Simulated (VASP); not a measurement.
# KZnF3 (P1) in VASP: single point with PBE

Aim: the single point of KZnF3 with PBE.

Program: VASP 6.6.1. These are calculated values, not measurements. Logs are shortened: lines on timing, memory, paths and dates and some standing lists are left out, and cuts for length are marked.

## (1) The cell of the first run

The typed cell holds 5 atoms: a = 4.050 Å, b = 4.050 Å, c = 4.050 Å, α = 90.00°, β = 90.00°, γ = 90.00°.

## (2) Single point, PBE

Input file INCAR:

```
ALGO = Normal
EDIFF = 1E-6
ENCUT = 520
GGA = PE
ISIF = 2
ISMEAR = 0
LASPH = True
LCHARG = True
LELF = True
LREAL = False
LVHAR = True
LWAVE = False
NBANDS = 29
NELM = 80
PREC = Accurate
SIGMA = 0.01
```

Input file KPOINTS:

```
k-points
0
Gamma
  4 4 4
```

Input file POSCAR:

```
KZnF3
1.0
    4.0500000000      0.0000000000      0.0000000000
    0.0000000000      4.0500000000      0.0000000000
    0.0000000000      0.0000000000      4.0500000000
K Zn F
1 1 3
Direct
   -0.0033634581     -0.0100361417     -0.0047163001
    0.4965922400      0.4899252238      0.4953523786
    0.4963316677      0.4905424395     -0.0045692051
   -0.0034709049      0.4897729714      0.4957379156
    0.4964372522     -0.0100433013      0.4953324150
```

Potentials or basis: VASP PAW PBE potentials, release 64 (K_sv, Zn, F).

Command:

```console
$ cat potpaw_PBE.64/K_sv/POTCAR potpaw_PBE.64/Zn/POTCAR potpaw_PBE.64/F/POTCAR > POTCAR
$ mpirun -np 1 vasp_std > vasp.out
```

OUTCAR:

```text
EDIFF = 1E-6
   ENCUT = 520
   GGA = PE
   ISIF = 2
   ISMEAR = 0
   LASPH = True
   LREAL = False
   NELM = 80
   PREC = Accurate

 ion  position               nearest neighbor table
   1  0.997  0.990  0.995-
   2  0.497  0.490  0.495-   3 2.02   4 2.02   5 2.02   5 2.03   4 2.03   3 2.03
   3  0.496  0.491  0.995-   2 2.02   2 2.03
   4  0.997  0.490  0.496-   2 2.02   2 2.03
   5  0.496  0.990  0.495-   2 2.02   2 2.03

  LATTYP: Found a simple cubic cell.
 ALAT       =     4.0500000000

  Lattice vectors:

 A1 = (   4.0500000000,   0.0000000000,   0.0000000000)
 A2 = (   0.0000000000,   4.0500000000,   0.0000000000)
 A3 = (   0.0000000000,   0.0000000000,   4.0500000000)

Analysis of symmetry for initial positions (statically):
=====================================================================
 Subroutine PRICEL returns:
 Original cell was already a primitive cell.

 Routine SETGRP: Setting up the symmetry group for a
 simple cubic supercell.

 Subroutine GETGRP returns: Found  1 space group operations
 (whereof  1 operations were pure point group operations)
 out of a pool of 48 trial point group operations.

The static configuration has the point symmetry C_1 .

Analysis of symmetry for dynamics (positions and initial velocities):
=====================================================================
 Subroutine PRICEL returns:
 Original cell was already a primitive cell.

 Routine SETGRP: Setting up the symmetry group for a
 simple cubic supercell.

 Subroutine GETGRP returns: Found  1 space group operations
 (whereof  1 operations were pure point group operations)
 out of a pool of 48 trial point group operations.

The dynamic configuration has the point symmetry C_1 .

 Subroutine INISYM returns: Found  1 space group operations
 (whereof  1 operations are pure point group operations),
 and found     1 'primitive' translations

----------------------------------------------------------------------------------------

                                     Primitive cell

  volume of cell :      66.4301

  direct lattice vectors                    reciprocal lattice vectors
     4.050000000  0.000000000  0.000000000     0.246913580  0.000000000  0.000000000
     0.000000000  4.050000000  0.000000000     0.000000000  0.246913580  0.000000000
[... 84 lines left out ...]
   ICHARG =      2    charge: 1-file 2-atom 10-const
   ISPIN  =      1    spin polarized calculation?
   LNONCOLLINEAR =      F non collinear calculations
   LSORBIT =      F    spin-orbit coupling
   LASPH  =      T    aspherical Exc in radial PAW
   ENCUT  =  520.0 eV  38.22 Ry    6.18 a.u.   7.53  7.53  7.53*2*pi/ulx,y,z
   NELM   =     80;   NELMIN=  2; NELMDL= -5     # of ELM steps
   EDIFF  = 0.1E-05   stopping-criterion for ELM
   LREAL  =      F    real-space projection
   EDIFFG = 0.1E-04   stopping-criterion for IOM
   NSW    =      0    number of steps for IOM
   IBRION =     -1    ionic relax: 0-MD 1-quasi-New 2-CG
   NFREE  =      0    steps in history (QN), initial steepest desc. (CG)
   ISIF   =      2    stress and relaxation
   ISYM   =      2    0-nonsym 1-usesym 2-fastsym
   POTIM  = 0.5000    time-step for ionic-motion
   TEBEG  =    0.0;   TEEND  =   0.0 temperature during run
   PSTRESS=    0.0 pullay stress
   NELECT =      42.0000    total number of electrons
   NUPDOWN=      -1.0000    fix difference up-down
   EMIN   =  10.00;   EMAX   =-10.00  energy-range for DOS
   EFERMI =   0.00;   METHOD = LEGACY
   ISMEAR =     0;   SIGMA  =   0.01  broadening in eV -4-tet -1-fermi 0-gaus
   EFERMI_NEDOS =   21; number of points for ismear=-14 and -15
   IALGO  =     38    algorithm
   IMIX   =      4    mixing-type and parameters
     AMIX     =   0.40;   BMIX     =  1.00
     AMIX_MAG =   1.60;   BMIX_MAG =  1.00
  volume/ion in A,a.u.               =      13.29        89.66
  Fermi-wavevector in a.u.,A,eV,Ry     =   1.405086  2.655228 26.861528  1.974267
  Thomas-Fermi vector in A             =   2.527583
   LORBIT       =      0    0 simple, 1 ext, 2 COOP (PROOUT), +10 PAW based schemes
   GGA     = PE    functional components
   LHFCALC =     F    Hartree Fock is set to
   AEXX    =    0.0000 exact exchange contribution
   IVDW    =     0    specifies the selected vdW correction
   LEPSILON=     F    determine dielectric tensor
   LRPA    =     F    only Hartree local field effects (RPA)
 non-spin polarized calculation
 Gauss-broadening in eV      SIGMA  =   0.01
  energy-cutoff  :      520.00
  volume of cell :       66.43
 maximum number of plane-waves:      1803
   NGX = 15   NGY = 15   NGZ = 15

 number of electron      42.0000004 magnetization

 Free energy of the ion-electron system (eV)
  ---------------------------------------------------
  ext. energy  EPLUGINS =         0.00000000
  ---------------------------------------------------
  free energy    TOTEN  =       -20.26470661 eV

  energy without entropy =      -20.26470661  energy(sigma->0) =      -20.26470661

 E-fermi :  -0.6860     XC(G=0):  -9.8790

 val. band max:       -0.7560762851   @ k =   0.5000   0.5000   0.5000
 cond. band min:       3.0366364136   @ k =   0.0000   0.0000   0.0000
 fundamental gap:      3.7927126987
 Fermi energy:        -0.6860283917

 k-point     1 :       0.0000    0.0000    0.0000
  band No.  band energies     occupation
      1     -27.8532      2.00000
      2     -22.3686      2.00000
      3     -21.7416      2.00000
      4     -21.7415      2.00000
      5     -11.3394      2.00000
      6     -11.3394      2.00000
[... 757 lines left out ...]
     28      10.7308      0.00000
     29      12.9850      0.00000

 [... further k-points ...]
[... 5 lines left out ...]
  --------------------------------------------------------------------------------------
  -------------------------------------------------------------------------------------
  Total        2.0444553      2.0429555      2.0437195     -0.0005849     -0.0005502      0.0013272
  in kB       49.3086513     49.2724797     49.2909053     -0.0141062     -0.0132694      0.0320105
  external PRESSURE =      49.2906788 kB  Pullay stress =       0.0000000 kB

 VOLUME and BASIS-vectors are now :
 -----------------------------------------------------------------------------
  energy-cutoff  :      520.00
  volume of cell :       66.43
      direct lattice vectors                 reciprocal lattice vectors
     4.050000000  0.000000000  0.000000000     0.246913580  0.000000000  0.000000000
     0.000000000  4.050000000  0.000000000     0.000000000  0.246913580  0.000000000
     0.000000000  0.000000000  4.050000000     0.000000000  0.000000000  0.246913580

 POSITION                                       TOTAL-FORCE (eV/Angst)
 -----------------------------------------------------------------------------------
      4.03638      4.00935      4.03090        -0.001133      0.000313      0.001176
      2.01120      1.98420      2.00618        -0.000101      0.000138      0.003286
      2.01014      1.98670      4.03149         0.001245     -0.003805     -0.001366
      4.03594      1.98358      2.00774        -0.000640      0.000842     -0.002740
      2.01057      4.00932      2.00610         0.000629      0.002512     -0.000355
 -----------------------------------------------------------------------------------
    total drift:                                0.000940     -0.000016      0.000177

  FREE ENERGIE OF THE ION-ELECTRON SYSTEM (eV)
  ---------------------------------------------------
  free  energy   TOTEN  =       -20.2647066149 eV

  energy  without entropy=      -20.2647066149  energy(sigma->0) =      -20.26470661
```

OSZICAR:

```text
N       E                     dE             d eps       ncg     rms          rms(c)
DAV:   1     0.442083914175E+03    0.44208E+03   -0.22006E+04  2088   0.173E+03
DAV:   2     0.184219794586E+02   -0.42366E+03   -0.40338E+03  2312   0.452E+02
DAV:   3    -0.214669497054E+02   -0.39889E+02   -0.39585E+02  2420   0.144E+02
DAV:   4    -0.224977025145E+02   -0.10308E+01   -0.10278E+01  3276   0.215E+01
DAV:   5    -0.225090890126E+02   -0.11386E-01   -0.11382E-01  2493   0.195E+00    0.115E+01
DAV:   6    -0.202417654202E+02    0.22673E+01   -0.64994E+00  3061   0.342E+01    0.704E+00
DAV:   7    -0.202884498117E+02   -0.46684E-01   -0.12586E+00  2308   0.703E+00    0.446E+00
DAV:   8    -0.202925265438E+02   -0.40767E-02   -0.37212E-01  2685   0.102E+01    0.135E+00
DAV:   9    -0.202635355667E+02    0.28991E-01   -0.85980E-02  3195   0.811E+00    0.230E-01
DAV:  10    -0.202648407450E+02   -0.13052E-02   -0.25567E-02  3023   0.263E+00    0.198E-01
DAV:  11    -0.202647792023E+02    0.61543E-04   -0.34198E-03  2845   0.659E-01    0.105E-01
DAV:  12    -0.202647216449E+02    0.57557E-04   -0.38735E-04  2838   0.318E-01    0.382E-02
DAV:  13    -0.202647029880E+02    0.18657E-04   -0.19323E-04  3062   0.390E-01    0.131E-02
DAV:  14    -0.202647071893E+02   -0.42012E-05   -0.68304E-05  2301   0.778E-02    0.701E-03
DAV:  15    -0.202647066149E+02    0.57440E-06   -0.35566E-06  2203   0.155E-02
   1 F= -.20264707E+02 E0= -.20264707E+02  d E =-.127057E-24
```

stdout:

```text
POSCAR found type information on POSCAR K ZnF
 POSCAR found :  3 types and       5 ions
 scaLAPACK will be used
 LDA part: xc-table for (Slater+PW92), standard interpolation
 POSCAR, INCAR and KPOINTS ok, starting setup
 FFT: planning ... GRIDC
 FFT: planning ... GRID_SOFT
 FFT: planning ... GRID
 WAVECAR not read
 entering main loop
```

Wall time 61 s (1 thread of Intel Xeon Platinum 8259CL at 2.50GHz (Skylake/Cascade Lake), shared host); peak memory 0.2 GiB.

Results:

- Free energy: -20.2647 eV
- Pressure: 4.9 GPa
- Largest force: 0.004 eV/Å
- Band gap on the k mesh: 3.79 eV (least direct gap 5.65 eV)

Forces in eV/Å, atoms in the order of the input:
```
K   -0.001  0.000  0.001
Zn   0.000  0.000  0.003
F    0.001 -0.004 -0.001
F   -0.001  0.001 -0.003
F    0.001  0.003  0.000
```

Levels at points of the mesh, in eV from the valence-band top:
```
           k point  band 17  band 18  band 19  band 20  band 21  band 22  band 23  band 24  band 25  band 26
(0.00, 0.00, 0.00)    -2.07    -2.07    -1.86    -1.86    -1.86     3.79     8.70     8.70     9.41    11.03
(0.50, 0.00, 0.00)    -2.03    -2.03    -1.70    -1.70    -1.58     6.56     8.30     9.65    11.08    11.08
(0.00, 0.50, 0.00)    -2.03    -2.03    -1.70    -1.70    -1.58     6.56     8.30     9.65    11.08    11.08
(0.00, 0.00, 0.50)    -2.03    -2.03    -1.70    -1.70    -1.58     6.56     8.30     9.65    11.08    11.08
(0.50, 0.50, 0.00)    -2.05    -1.79    -1.79    -1.51     0.00     8.04    10.12    10.15    10.15    11.43
(0.00, 0.50, 0.50)    -2.05    -1.79    -1.79    -1.51     0.00     8.04    10.12    10.15    10.15    11.43
(0.50, 0.00, 0.50)    -2.05    -1.79    -1.79    -1.51     0.00     8.04    10.12    10.15    10.15    11.43
(0.50, 0.50, 0.50)    -1.49    -1.49    -1.49     0.00     0.00     8.43     8.43     8.43    10.23    12.25
```

Caveat: the cell stands under pressure. A k mesh can miss the band edges.
